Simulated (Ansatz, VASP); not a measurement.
# One calculation of Ti, two programs

File INCAR:

```
SYSTEM = Ti
PREC = Accurate
ENCUT = 520
EDIFF = 1E-6
ISMEAR = 0
SIGMA = 0.1
LREAL = .False.
LASPH = .True.
NELM = 80
ALGO = Fast
ISIF = 2
LWAVE = .False.
LCHARG = .False.
NBANDS = 25
```

The input KPOINTS:

```
Automatic mesh
0
Gamma
  6 6 6
  0 0 0
```

The input POSCAR:

```
Ti
1.0
    4.5673748300      0.0000000000      0.0000000000
   -2.2836874200      3.9554626300      0.0000000000
    0.0000000000      0.0000000000      2.8262442700
Ti
3
Direct
    0.0000000000      0.0000000000      0.0000000000
    0.3333333300      0.6666666700      0.5000000000
    0.6666666700      0.3333333300      0.5000000000
```

Input for Ansatz:

```yaml
crystal:
  lattice:
    - [4.56737483, 0.0, 0.0]
    - [-2.28368742, 3.95546263, 0.0]
    - [0.0, 0.0, 2.82624427]
  atoms:
    - { symbol: Ti, position: [0.0, 0.0, 0.0] }
    - { symbol: Ti, position: [0.33333333, 0.66666667, 0.5] }
    - { symbol: Ti, position: [0.66666667, 0.33333333, 0.5] }
basis:
  ecutwfc: 420
kpoints:
  mp_grid: { grid: [6, 6, 6] }
hamiltonian:
  xc: lda
  pseudopotentials: { kind: paw, azcp: { folder: soft_1 } }
scf:
  occupations: { method: gaussian, width: 0.1 }
output:
  forces: true
  stress: true
  eigenvalues: true
```

Alike in both runs: task single point; functional LDA; k mesh 6 × 6 × 6; occupations gaussian, width 0.1 eV; no spin polarisation.

```csv
,VASP,Ansatz
version,VASP 6.6.1,Ansatz 0.2.0
potentials or method,"VASP PAW LDA potentials, release 64 (Ti_sv), cutoff 520 eV","scalar-relativistic, plane waves, PAW"
valence electrons in the cell,36,36
```

|  | VASP | Ansatz | Ansatz less VASP |
| --- | --- | --- | --- |
| gap on the k mesh at the Fermi level (eV) | none | none | - |
| pressure (GPa) | -8.0 | -7.9 | +0.04 |
| traceless stress, the component that is largest in VASP (GPa) | 0.40 | 0.38 | -0.027 |

Ansatz warns that its potentials were made for another functional, while VASP's fit it. LDA's correlation is that of Perdew and Zunger in VASP and of Perdew and Wang (1992) in Ansatz. A gap of «none» marks a metal or a gap that the smearing closes.

The k mesh is coarse, so the values compare programs but aren't converged.
